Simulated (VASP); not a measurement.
# Ba (P6_3/mmc) in VASP: a series of runs

The runs below take Ba through single point, with RPBE.

All numbers are computed with VASP 6.6.1; they aren't measurements. Logs are shortened: lines on timing, memory, paths and dates and some standing lists are left out, and cuts for length are marked.

### Step 1. The cell of the first run

It takes space group P6_3/mmc (No. 194, hexagonal). Conventional cell: a = 4.657 Å, b = 4.657 Å, c = 7.642 Å, α = 90.00°, β = 90.00°, γ = 120.00°.

### Step 2. Single point, RPBE (volume scaled by 1.04)

Input file INCAR:

```
SYSTEM = Ba
  ALGO = Normal
  EDIFF = 1E-6
  ENCUT = 520
  GGA = RP
  ISIF = 2
  ISMEAR = -1
  LASPH = .True.
  LCHARG = .True.
  LELF = .True.
  LREAL = .False.
  LVHAR = .True.
  LWAVE = .False.
  NBANDS = 17
  NELM = 100
  PREC = Accurate
  SIGMA = 0.1
```

Input file KPOINTS:

```
k-points
0
Gamma
  9 9 5
  0 0 0
```

Input file POSCAR:

```
Ba
1.0
    4.6570813649      0.0000000000      0.0000000000
   -2.3285406824      4.0331507695      0.0000000000
    0.0000000000      0.0000000000      7.6422157723
Ba
2
Direct
    0.3333333333      0.6666666667      0.2500000000
    0.6666666667      0.3333333333      0.7500000000
```

Potentials or basis: VASP PAW PBE potentials, release 64 (Ba_sv).

Started as:

```console
$ cat potpaw_PBE.64/Ba_sv/POTCAR > POTCAR
$ mpirun -np 1 vasp_std > vasp.out
```

OUTCAR:

```text
SYSTEM = Ba
   EDIFF = 1E-6
   ENCUT = 520
   GGA = RP
   ISIF = 2
   ISMEAR = -1
   LASPH = .True.
   LREAL = .False.
   NELM = 100
   PREC = Accurate

 ion  position               nearest neighbor table
   1  0.333  0.667  0.250-   2 4.67   2 4.67   2 4.67   2 4.67   2 4.67   2 4.67
   2  0.667  0.333  0.750-   1 4.67   1 4.67   1 4.67   1 4.67   1 4.67   1 4.67

  LATTYP: Found a hexagonal cell.
 ALAT       =     4.6570813649
 C/A-ratio  =     1.6409882442

  Lattice vectors:

 A1 = (   4.6570813649,   0.0000000000,   0.0000000000)
 A2 = (  -2.3285406824,   4.0331507695,   0.0000000000)
 A3 = (   0.0000000000,   0.0000000000,   7.6422157723)

Analysis of symmetry for initial positions (statically):
=====================================================================
 Subroutine PRICEL returns:
 Original cell was already a primitive cell.

 Routine SETGRP: Setting up the symmetry group for a
 hexagonal supercell.

 Subroutine GETGRP returns: Found 24 space group operations
 (whereof 12 operations were pure point group operations)
 out of a pool of 24 trial point group operations.

The static configuration has the point symmetry D_3d.
 The point group associated with its full space group is D_6h.

Analysis of symmetry for dynamics (positions and initial velocities):
=====================================================================
 Subroutine PRICEL returns:
 Original cell was already a primitive cell.

 Routine SETGRP: Setting up the symmetry group for a
 hexagonal supercell.

 Subroutine GETGRP returns: Found 24 space group operations
 (whereof 12 operations were pure point group operations)
 out of a pool of 24 trial point group operations.

The dynamic configuration has the point symmetry D_3d.
 The point group associated with its full space group is D_6h.

 Subroutine INISYM returns: Found 24 space group operations
 (whereof 12 operations are pure point group operations),
 and found     1 'primitive' translations

----------------------------------------------------------------------------------------

                                     Primitive cell

  volume of cell :     143.5415

  direct lattice vectors                    reciprocal lattice vectors
     4.657081365  0.000000000  0.000000000     0.214726762  0.123972554  0.000000000
    -2.328540682  4.033150769  0.000000000     0.000000000  0.247945107  0.000000000
     0.000000000  0.000000000  7.642215772     0.000000000  0.000000000  0.130852102

  length of vectors
     4.657081365  4.657081365  7.642215772     0.247945107  0.247945107  0.130852102

  position of ions in fractional coordinates (direct lattice)
     0.333333333  0.666666667  0.250000000
     0.666666667  0.333333333  0.750000000

  ion indices of the primitive-cell ions
   primitive index   ion index
                 1           1
                 2           2

----------------------------------------------------------------------------------------

 KPOINTS: k-points

Automatic generation of k-mesh.
 Grid dimensions read from file:
 generate k-points for:    9    9    5

 Generating k-lattice:

  Cartesian coordinates                     Fractional coordinates (reciprocal lattice)
     0.023858529  0.013774728  0.000000000     0.111111111 -0.000000000  0.000000000
     0.000000000  0.027549456  0.000000000     0.000000000  0.111111111  0.000000000
     0.000000000  0.000000000  0.026170420     0.000000000  0.000000000  0.200000000

  Length of vectors
     0.027549456  0.027549456  0.026170420

  Shift w.r.t. Gamma in fractional coordinates (k-lattice)
     0.000000000  0.000000000  0.000000000

 Subroutine IBZKPT returns following result:
 ===========================================

 Found     36 irreducible k-points:

 Following reciprocal coordinates:
            Coordinates               Weight
  0.000000  0.000000  0.000000      1.000000
  0.111111  0.000000  0.000000      6.000000
  0.222222  0.000000  0.000000      6.000000
  0.333333  0.000000  0.000000      6.000000
  0.444444  0.000000  0.000000      6.000000
  0.111111  0.111111  0.000000      6.000000
[... 16 lines left out ...]
  0.333333  0.222222  0.200000     24.000000
  0.333333  0.333333  0.200000      4.000000
 [... further k-points ...]
   k-points           NKPTS =     36   k-points in BZ     NKDIM =     36   number of bands    NBANDS=     17
   number of dos      NEDOS =    301   number of ions     NIONS =      2
   total plane-waves  NPLWV =  77760
   dimension x,y,z NGX =    36 NGY =   36 NGZ =   60
   dimension x,y,z NGXF=    72 NGYF=   72 NGZF=  120
   ions per type =               2
   NGX,Y,Z   is equivalent  to a cutoff of  12.85, 12.85, 13.05 a.u.
   NGXF,Y,Z  is equivalent  to a cutoff of  25.70, 25.70, 26.10 a.u.
 SYSTEM =  Ba
   PREC   = accura    normal or accurate (medium, high low for compatibility)
   ISTART =      0    job   : 0-new  1-cont  2-samecut
   ICHARG =      2    charge: 1-file 2-atom 10-const
   ISPIN  =      1    spin polarized calculation?
   LNONCOLLINEAR =      F non collinear calculations
   LSORBIT =      F    spin-orbit coupling
   LASPH  =      T    aspherical Exc in radial PAW
   ENCUT  =  520.0 eV  38.22 Ry    6.18 a.u.   8.66  8.66 14.21*2*pi/ulx,y,z
   NELM   =    100;   NELMIN=  2; NELMDL= -5     # of ELM steps
   EDIFF  = 0.1E-05   stopping-criterion for ELM
   LREAL  =      F    real-space projection
   EDIFFG = 0.1E-04   stopping-criterion for IOM
   NSW    =      0    number of steps for IOM
   IBRION =     -1    ionic relax: 0-MD 1-quasi-New 2-CG
   NFREE  =      0    steps in history (QN), initial steepest desc. (CG)
   ISIF   =      2    stress and relaxation
   ISYM   =      2    0-nonsym 1-usesym 2-fastsym
   POTIM  = 0.5000    time-step for ionic-motion
   TEBEG  =    0.0;   TEEND  =   0.0 temperature during run
   PSTRESS=    0.0 pullay stress
   NELECT =      20.0000    total number of electrons
   NUPDOWN=      -1.0000    fix difference up-down
   EMIN   =  10.00;   EMAX   =-10.00  energy-range for DOS
   EFERMI =   0.00;   METHOD = LEGACY
   ISMEAR =    -1;   SIGMA  =   0.10  broadening in eV -4-tet -1-fermi 0-gaus
   EFERMI_NEDOS =   21; number of points for ismear=-14 and -15
   IALGO  =     38    algorithm
   IMIX   =      4    mixing-type and parameters
     AMIX     =   0.40;   BMIX     =  1.00
     AMIX_MAG =   1.60;   BMIX_MAG =  1.00
  volume/ion in A,a.u.               =      71.77       484.33
  Fermi-wavevector in a.u.,A,eV,Ry     =   0.848709  1.603828  9.800379  0.720308
  Thomas-Fermi vector in A             =   1.964416
   LORBIT       =      0    0 simple, 1 ext, 2 COOP (PROOUT), +10 PAW based schemes
   GGA     = RP    functional components
   LHFCALC =     F    Hartree Fock is set to
   AEXX    =    0.0000 exact exchange contribution
   IVDW    =     0    specifies the selected vdW correction
   LEPSILON=     F    determine dielectric tensor
   LRPA    =     F    only Hartree local field effects (RPA)
 non-spin polarized calculation
  energy-cutoff  :      520.00
  volume of cell :      143.54
 maximum number of plane-waves:      3889
 NGX is ok and might be reduce to    36
   NGX = 17   NGY = 17   NGZ = 29

 number of electron      20.0000001 magnetization

 Free energy of the ion-electron system (eV)
  ---------------------------------------------------
  ext. energy  EPLUGINS =         0.00000000
  ---------------------------------------------------
  free energy    TOTEN  =        -3.40120929 eV

  energy without entropy =       -3.27800351  energy(sigma->0) =       -3.33960640

 E-fermi :   1.3751     XC(G=0):  -6.8950

 val. band max:        1.3678783813   @ k =   0.3333   0.2222   0.0000
 cond. band min:       1.3882985118   @ k =   0.3333   0.3333   0.0000
 fundamental gap:      0.0204201306
 Fermi energy:         1.3751282655

 k-point     1 :       0.0000    0.0000    0.0000
  band No.  band energies     occupation
      1     -27.7876      2.00000
      2     -27.7663      2.00000
      3     -13.0996      2.00000
      4     -12.8500      2.00000
      5     -12.8500      2.00000
      6     -12.8117      2.00000
[... 9 lines left out ...]
     16       3.3898      0.00000
     17       3.8560      0.00000

 k-point     2 :       0.1111    0.0000    0.0000
  band No.  band energies     occupation
      1     -27.7853      2.00000
      2     -27.7651      2.00000
      3     -13.0883      2.00000
      4     -12.8768      2.00000
      5     -12.8583      2.00000
      6     -12.8393      2.00000
[... 9 lines left out ...]
     16       3.5486      0.00000
     17       3.5899      0.00000

 k-point     3 :       0.2222    0.0000    0.0000
  band No.  band energies     occupation
      1     -27.7793      2.00000
      2     -27.7623      2.00000
      3     -13.0573      2.00000
      4     -12.9447      2.00000
      5     -12.9073      2.00000
      6     -12.8786      2.00000
[... 9 lines left out ...]
     16       3.6432      0.00000
     17       3.6705      0.00000

 k-point     4 :       0.3333    0.0000    0.0000
  band No.  band energies     occupation
      1     -27.7719      2.00000
      2     -27.7597      2.00000
      3     -13.0218      2.00000
      4     -13.0152      2.00000
      5     -12.9811      2.00000
      6     -12.9008      2.00000
[... 9 lines left out ...]
     16       4.2128      0.00000
     17       4.4111      0.00000
[... 343 lines left out ...]
      1     -27.7675      2.00000
      2     -27.7598      2.00000
      3     -13.0360      2.00000
      4     -13.0216      2.00000
      5     -12.9499      2.00000
      6     -12.9315      2.00000
[... 9 lines left out ...]
     16       4.1052      0.00000
     17       4.6977      0.00000

 k-point    23 :       0.3333    0.2222    0.2000
  band No.  band energies     occupation
      1     -27.7631      2.00000
      2     -27.7592      2.00000
      3     -13.0520      2.00000
      4     -13.0273      2.00000
      5     -12.9720      2.00000
      6     -12.9295      2.00000
[... 9 lines left out ...]
     16       4.4476      0.00000
     17       4.6818      0.00000

 k-point    24 :       0.3333    0.3333    0.2000
  band No.  band energies     occupation
      1     -27.7603      2.00000
      2     -27.7603      2.00000
      3     -13.0214      2.00000
      4     -13.0147      2.00000
      5     -13.0147      2.00000
      6     -12.9531      2.00000
[... 9 lines left out ...]
     16       4.4910      0.00000
     17       4.9582      0.00000

 [... further k-points ...]

------------------------ aborting loop because EDIFF is reached ----------------------------------------

  FORCE on cell =-STRESS in cart. coord.  units (eV):
  Direction    XX          YY          ZZ          XY          YZ          ZX
  --------------------------------------------------------------------------------------
  -------------------------------------------------------------------------------------
  Total       -0.1776928     -0.1776928     -0.1820731     -0.0000000     -0.0000000      0.0000000
  in kB       -1.9833654     -1.9833654     -2.0322572     -0.0000000     -0.0000000      0.0000000
  external PRESSURE =      -1.9996627 kB  Pullay stress =       0.0000000 kB

 VOLUME and BASIS-vectors are now :
 -----------------------------------------------------------------------------
  energy-cutoff  :      520.00
  volume of cell :      143.54
      direct lattice vectors                 reciprocal lattice vectors
     4.657081365  0.000000000  0.000000000     0.214726762  0.123972554  0.000000000
    -2.328540682  4.033150769  0.000000000     0.000000000  0.247945107  0.000000000
     0.000000000  0.000000000  7.642215772     0.000000000  0.000000000  0.130852102

 POSITION                                       TOTAL-FORCE (eV/Angst)
 -----------------------------------------------------------------------------------
     -0.00000      2.68877      1.91055        -0.000000     -0.000000      0.000000
      2.32854      1.34438      5.73166         0.000000      0.000000      0.000000
 -----------------------------------------------------------------------------------
    total drift:                               -0.000000      0.000000     -0.000000

  FREE ENERGIE OF THE ION-ELECTRON SYSTEM (eV)
  ---------------------------------------------------
  free  energy   TOTEN  =        -3.4012092948 eV

  energy  without entropy=       -3.2780035084  energy(sigma->0) =       -3.33960640
```

Run time: 35 s. Hardware: 1 thread of Intel Xeon 6975P-C (Granite Rapids), shared host; peak memory 0.28 GiB.

What came out:

```yaml
Free_energy: -3.4012 eV
Pressure: -0.2 GPa
Band_gap_on_the_k_mesh: zero (band 10 reaches 1.51 eV, above the bottom of band 11 at 1.28 eV)
```

Caveat: the PAW data sets were made with another functional, which shifts forces and pressure a little; spin-orbit coupling is left out, which moves the levels of the heavy elements.

### Step 3. Single point, RPBE (volume scaled by 1.08)

Input file INCAR:

```
ALGO = Normal
EDIFF = 1E-7
ENCUT = 520
GGA = RP
ISIF = 2
ISMEAR = -1
LASPH = T
LCHARG = F
LREAL = F
LWAVE = F
NBANDS = 17
NELM = 100
PREC = Accurate
SIGMA = 0.1
```

Input file KPOINTS:

```
k-points
0
Gamma
  9 9 5
```

Input file POSCAR:

```
Ba
1.0
    4.7160380207      0.0000000000      0.0000000000
   -2.3580190103      4.0842087311      0.0000000000
    0.0000000000      0.0000000000      7.7389629513
Ba
2
Direct
    0.3333333333      0.6666666667      0.2500000000
    0.6666666667      0.3333333333      0.7500000000
```

Potentials or basis: VASP PAW PBE potentials, release 64 (Ba_sv).

Started as:

```console
$ cat potpaw_PBE.64/Ba_sv/POTCAR > POTCAR
$ mpirun -np 1 vasp_std > vasp.out
```

It took 40 s on 1 thread of Intel Xeon 6975P-C (Granite Rapids), shared host; peak memory 0.28 GiB.

Results (log left out):

```yaml
Free_energy: -3.3902 eV
Pressure: -0.4 GPa
Band_gap_on_the_k_mesh: zero (band 10 reaches 1.39 eV, above the bottom of band 11 at 1.18 eV)
```

Levels at points of the mesh, in eV from the Fermi level:
| k point | band 6 | band 7 | band 8 | band 9 | band 10 | band 11 | band 12 | band 13 | band 14 | band 15 |
| --- | --- | --- | --- | --- | --- | --- | --- | --- | --- | --- |
| (0.00, 0.00, 0.00) | -14.27 | -14.27 | -14.27 | -2.66 | -0.88 | 0.61 | 1.59 | 1.62 | 1.62 | 1.96 |

Caveat: the PAW data sets were made with another functional, which shifts forces and pressure a little; spin-orbit coupling is left out, which moves the levels of the heavy elements.
